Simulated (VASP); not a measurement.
# TiO2 (P4_2/mnm) in VASP: a series of runs, part 3 of 3

VASP 6.6.1.

**5. Single point, PBE (volume 12.355 Å^3 an atom, c/a of the conventional cell 0.6917)**

Contents of INCAR:

```
SYSTEM = TiO2
PREC = Accurate
ENCUT = 520
EDIFF = 1E-6
ISMEAR = 0
SIGMA = 0.05
LREAL = .False.
LASPH = .True.
NELM = 60
ALGO = Normal
ISIF = 2
LWAVE = .False.
LCHARG = .False.
GGA = PE
NBANDS = 33
```

Contents of KPOINTS:

```
Automatic mesh
0
Gamma
  8 8 10
  0 0 0
```

Contents of POSCAR:

```
TiO2
1.0
    4.7499832134      0.0000000000      0.0000000000
    0.0000000000      4.7499832134      0.0000000000
    0.0000000000      0.0000000000      3.2855633887
Ti O
2 4
Direct
    0.0000000000      0.0000000000      0.0000000000
    0.5000000000      0.5000000000      0.5000000000
    0.3050970583      0.3050970583      0.0000000000
    0.1949029417      0.8050970583      0.5000000000
    0.6949029417      0.6949029417      0.0000000000
    0.8050970583      0.1949029417      0.5000000000
```

Potentials or basis: VASP PAW PBE potentials, release 64 (Ti_sv, O).

Run with:

```sh
> cat potpaw_PBE.64/Ti_sv/POTCAR potpaw_PBE.64/O/POTCAR > POTCAR
> mpirun -np 1 vasp_std > vasp.out
```

OUTCAR:

```text
SYSTEM = TiO2
   PREC = Accurate
   ENCUT = 520
   EDIFF = 1E-6
   ISMEAR = 0
   LREAL = .False.
   LASPH = .True.
   NELM = 60
   ISIF = 2
   GGA = PE

 ion  position               nearest neighbor table
   1  0.000  0.000  0.000-   3 2.05   5 2.05   4 2.10   6 2.10   4 2.10   6 2.10
   2  0.500  0.500  0.500-   4 2.05   6 2.05   5 2.10   3 2.10   3 2.10   5 2.10
   3  0.305  0.305  0.000-   1 2.05   2 2.10   2 2.10
   4  0.195  0.805  0.500-   2 2.05   1 2.10   1 2.10
   5  0.695  0.695  0.000-   1 2.05   2 2.10   2 2.10
   6  0.805  0.195  0.500-   2 2.05   1 2.10   1 2.10

  LATTYP: Found a simple tetragonal cell.
 ALAT       =     4.7499832134
 C/A-ratio  =     0.6917000000

  Lattice vectors:

 A1 = (   4.7499832134,   0.0000000000,   0.0000000000)
 A2 = (   0.0000000000,   4.7499832134,   0.0000000000)
 A3 = (   0.0000000000,   0.0000000000,   3.2855633887)

Analysis of symmetry for initial positions (statically):
=====================================================================
 Subroutine PRICEL returns:
 Original cell was already a primitive cell.

 Routine SETGRP: Setting up the symmetry group for a
 simple tetragonal supercell.

 Subroutine GETGRP returns: Found 16 space group operations
 (whereof  8 operations were pure point group operations)
 out of a pool of 16 trial point group operations.

The static configuration has the point symmetry D_2h.
 The point group associated with its full space group is D_4h.

Analysis of symmetry for dynamics (positions and initial velocities):
=====================================================================
 Subroutine PRICEL returns:
 Original cell was already a primitive cell.

 Routine SETGRP: Setting up the symmetry group for a
 simple tetragonal supercell.

 Subroutine GETGRP returns: Found 16 space group operations
[... 126 lines left out ...]
   EFERMI =   0.00;   METHOD = LEGACY
   ISMEAR =     0;   SIGMA  =   0.05  broadening in eV -4-tet -1-fermi 0-gaus
   EFERMI_NEDOS =   21; number of points for ismear=-14 and -15
   IALGO  =     38    algorithm
   IMIX   =      4    mixing-type and parameters
     AMIX     =   0.40;   BMIX     =  1.00
     AMIX_MAG =   1.60;   BMIX_MAG =  1.00
  volume/ion in A,a.u.               =      12.36        83.38
  Fermi-wavevector in a.u.,A,eV,Ry     =   1.416306  2.676431 27.292254  2.005924
  Thomas-Fermi vector in A             =   2.537655
   LORBIT       =      0    0 simple, 1 ext, 2 COOP (PROOUT), +10 PAW based schemes
   GGA     = PE    functional components
   LHFCALC =     F    Hartree Fock is set to
   AEXX    =    0.0000 exact exchange contribution
   IVDW    =     0    specifies the selected vdW correction
   LEPSILON=     F    determine dielectric tensor
   LRPA    =     F    only Hartree local field effects (RPA)
 non-spin polarized calculation
 Gauss-broadening in eV      SIGMA  =   0.05
  energy-cutoff  :      520.00
  volume of cell :       74.13
 maximum number of plane-waves:      2032
 NGX is ok and might be reduce to    36
   NGX = 17   NGY = 17   NGZ = 13

 number of electron      47.9999988 magnetization

 Free energy of the ion-electron system (eV)
  ---------------------------------------------------
  ext. energy  EPLUGINS =         0.00000000
  ---------------------------------------------------
  free energy    TOTEN  =       -52.51384087 eV

  energy without entropy =      -52.51384087  energy(sigma->0) =      -52.51384087

 E-fermi :   3.5763     XC(G=0): -10.5463

 val. band max:        3.3402885433   @ k =   0.0000   0.0000   0.0000
 cond. band min:       4.7330830865   @ k =   0.0000   0.0000   0.0000
 fundamental gap:      1.3927945432
 Fermi energy:         3.5763046153

 k-point     1 :       0.0000    0.0000    0.0000
  band No.  band energies     occupation
      1     -54.3094      2.00000
      2     -54.3019      2.00000
      3     -30.5058      2.00000
      4     -30.5058      2.00000
      5     -30.4165      2.00000
      6     -30.3973      2.00000
[... 853 lines left out ...]
     32       7.7315      0.00000
     33       8.1444      0.00000

 [... further k-points ...]
[... 5 lines left out ...]
  --------------------------------------------------------------------------------------
  -------------------------------------------------------------------------------------
  Total       -8.9157007     -8.9157007    -17.4623759      0.0000000      0.0000000      0.0000000
  in kB     -192.6957182   -192.6957182   -377.4156587      0.0000000      0.0000000      0.0000000
  external PRESSURE =    -254.2690317 kB  Pullay stress =       0.0000000 kB

 VOLUME and BASIS-vectors are now :
 -----------------------------------------------------------------------------
  energy-cutoff  :      520.00
  volume of cell :       74.13
      direct lattice vectors                 reciprocal lattice vectors
     4.749983213  0.000000000  0.000000000     0.210527060  0.000000000  0.000000000
     0.000000000  4.749983213  0.000000000     0.000000000  0.210527060  0.000000000
     0.000000000  0.000000000  3.285563389     0.000000000  0.000000000  0.304361804

 POSITION                                       TOTAL-FORCE (eV/Angst)
 -----------------------------------------------------------------------------------
      0.00000      0.00000      0.00000         0.000000      0.000000     -0.000000
      2.37499      2.37499      1.64278         0.000000      0.000000     -0.000000
      1.44921      1.44921      0.00000         0.111894      0.111894      0.000000
      0.92579      3.82420      1.64278        -0.111894      0.111894     -0.000000
      3.30078      3.30078      0.00000        -0.111894     -0.111894     -0.000000
      3.82420      0.92579      1.64278         0.111894     -0.111894     -0.000000
 -----------------------------------------------------------------------------------
    total drift:                               -0.000000      0.000000     -0.000000

  FREE ENERGIE OF THE ION-ELECTRON SYSTEM (eV)
  ---------------------------------------------------
  free  energy   TOTEN  =       -52.5138408704 eV

  energy  without entropy=      -52.5138408704  energy(sigma->0) =      -52.51384087
```

OSZICAR:

```text
N       E                     dE             d eps       ncg     rms          rms(c)
DAV:   1     0.632793754709E+03    0.63279E+03   -0.24114E+04  5940   0.165E+03
DAV:   2     0.261531828090E+02   -0.60664E+03   -0.56304E+03  6526   0.494E+02
DAV:   3    -0.675339913066E+02   -0.93687E+02   -0.91616E+02  8144   0.184E+02
[... 14 lines left out ...]
DAV:  18    -0.525141913739E+02   -0.19629E-03   -0.52577E-04  6538   0.157E-01    0.165E-01
DAV:  19    -0.525138738639E+02    0.31751E-03   -0.76038E-04  7003   0.131E-01    0.593E-02
DAV:  20    -0.525138420789E+02    0.31785E-04   -0.14453E-04  7112   0.697E-02    0.155E-02
DAV:  21    -0.525138410530E+02    0.10259E-05   -0.84260E-06  7491   0.151E-02    0.624E-03
DAV:  22    -0.525138408704E+02    0.18258E-06   -0.20799E-06  4529   0.738E-03
   1 F= -.52513841E+02 E0= -.52513841E+02  d E =-.928034E-14
```

It took 8.6 min on 1 thread of AMD EPYC 7R13, shared host; peak memory 0.26 GiB.

What came out:

```
Free energy            : -52.5138 eV
Pressure               : -25.4 GPa
Largest force          : 0.158 eV/Å
Band gap on the k mesh : 1.39 eV, direct
```

Forces on the atoms (eV/Å):
```
Ti   0.000  0.000  0.000
Ti   0.000  0.000  0.000
O    0.112  0.112  0.000
O   -0.112  0.112  0.000
O   -0.112 -0.112  0.000
O    0.112 -0.112  0.000
```

Levels at points of the mesh, in eV from the valence-band top:
| k point | band 20 | band 21 | band 22 | band 23 | band 24 | band 25 | band 26 | band 27 | band 28 | band 29 |
| --- | --- | --- | --- | --- | --- | --- | --- | --- | --- | --- |
| (0.00, 0.00, 0.00) | -2.12 | -0.88 | -0.39 | -0.39 | 0.00 | 1.39 | 1.66 | 1.67 | 1.72 | 1.72 |
| (0.50, 0.00, 0.00) | -2.61 | -1.82 | -1.82 | -0.61 | -0.61 | 1.88 | 1.88 | 2.19 | 2.19 | 2.56 |
| (0.50, 0.50, 0.00) | -1.65 | -1.52 | -1.52 | -0.96 | -0.96 | 1.44 | 1.44 | 1.75 | 1.75 | 2.76 |
| (0.00, 0.00, 0.50) | -2.23 | -2.04 | -2.04 | -1.22 | -1.22 | 1.94 | 1.94 | 2.30 | 2.30 | 2.82 |
| (0.50, 0.00, 0.50) | -2.21 | -1.71 | -1.71 | -0.84 | -0.84 | 1.45 | 1.45 | 1.98 | 1.98 | 2.96 |
| (0.50, 0.50, 0.50) | -2.19 | -1.09 | -1.09 | -0.60 | -0.60 | 1.98 | 1.98 | 2.00 | 2.00 | 2.47 |

 A k mesh can miss the band edges.

**6. The runs side by side**

| cell | gap on the mesh (eV) | pressure (GPa) | largest force (eV/Å) |
| --- | --- | --- | --- |
| a = 4.662, b = 4.662, c = 3.098 Å, 6 atoms | 1.64 | -11.2 | 0.14 |
| a = 4.600, b = 4.600, c = 3.182 Å, 6 atoms | 1.62 | -12.1 | 0.05 |
| a = 5.011, b = 5.011, c = 2.952 Å, 6 atoms | 1.62 | -21.2 | 1.02 |
| a = 4.750, b = 4.750, c = 3.286 Å, 6 atoms | 1.39 | -25.4 | 0.16 |

Alike in all rows: task single point; level PBE; potentials or basis VASP PAW PBE potentials, release 64 (Ti_sv, O); no spin polarisation; k mesh 8 × 8 × 10; cutoff (eV) 520; smearing gaussian 0.05 eV.

Caveats: forces of over 1 eV/Å act on the atoms, so gaps and moduli don't describe the material at rest (some runs).

Absolute energies hang on the potentials; compare differences alone.
